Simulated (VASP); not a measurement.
Here is a VASP 6.6.1 calculation.

File INCAR:

```
PREC = Accurate
ENCUT = 520
EDIFF = 1E-6
ISMEAR = 0
SIGMA = 0.02
LREAL = False
LASPH = True
NELM = 80
ALGO = Normal
ISIF = 2
LWAVE = False
LCHARG = False
GGA = PE
NBANDS = 16
```

File KPOINTS:

```
regular mesh
0
Gamma
  8 8 8
```

Contents of POSCAR:

```
CdSe
1.0
    0.0000000000      3.0702711986      3.0702711986
    3.0702711986      0.0000000000      3.0702711986
    3.0702711986      3.0702711986      0.0000000000
Cd Se
1 1
Direct
    0.0000000000      0.0000000000      0.0000000000
    0.2500000000      0.2500000000      0.2500000000
```

Potentials or basis: VASP PAW PBE potentials, release 64 (Cd, Se).

Launch:

```sh
$ cat potpaw_PBE.64/Cd/POTCAR potpaw_PBE.64/Se/POTCAR > POTCAR
$ mpirun -np 1 vasp_std > vasp.out
```

(1) Estimate the pressure.

(2) Estimate the band gap on the k mesh.

Answers

(1) 1.6 GPa.

(2) 0.55 eV, direct.
